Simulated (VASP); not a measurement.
A run of VASP 6.6.1:

INCAR

```
SYSTEM = Zn6GeH2O6
PREC = Accurate
ENCUT = 1000
EDIFF = 1E-6
ISMEAR = -1
SIGMA = 0.05
LREAL = Auto
LASPH = .True.
NELM = 120
ALGO = Normal
ISIF = 2
LWAVE = .False.
LCHARG = .False.
GGA = PE
IVDW = 12
NBANDS = 75
GGA_COMPAT = .False.
NELMDL = -8
```

Contents of KPOINTS:

```
Automatic mesh
0
Gamma
  2 2 1
  0 0 0
```

POSCAR

```
Zn6GeH2O6
1.0
    5.6348810000      0.0000000000      0.0000000000
   -2.8174400000      5.4554530000      0.0000000000
    0.0000000000      0.0000000000     16.4747620000
Zn O Ge H
6 6 1 2
Direct
    0.3333333000      0.0000000000      0.0606989000
    0.3374258606      0.5140017560      0.0600034591
    0.7949707736      0.0128310966      0.1141957377
    0.9162434095      0.5734223634      0.1174628333
    0.3323552588      0.1293290584      0.2141659626
    0.1024719960      0.5243876402      0.2839977728
    0.1686287238      0.6887431957      0.0174301443
    0.1783484571      0.1955171962      0.1039845293
    0.6992272245      0.7080291996      0.0758208166
    0.6604528824      0.2285769611      0.1384787462
    0.1885418142      0.7779794758      0.2019720758
    0.3672852963      0.3883163804      0.2851427218
    0.6831935882      0.5017434707      0.3476996218
    0.5756062294      0.3576495133      0.4285424100
    0.7340292296      0.7696485153      0.3656987711
```

Potentials or basis: VASP PAW PBE potentials, release 64 (Zn, O_h, Ge_d, H_h).

The run is started by

```sh
$ cat potpaw_PBE.64/Zn/POTCAR potpaw_PBE.64/O_h/POTCAR potpaw_PBE.64/Ge_d/POTCAR potpaw_PBE.64/H_h/POTCAR > POTCAR
$ mpirun -np 1 vasp_std > vasp.out
```

Hardware: 1 thread of Intel(R) Xeon(R) 6975P-C (Granite Rapids), on a shared host.

Task: How long does it take, and how much memory?

Result: Run time: 14 min on 1 thread of Intel(R) Xeon(R) 6975P-C (Granite Rapids) (shared host), peak memory 1.4 GiB. Counts: scf iterations 31, k points 4.
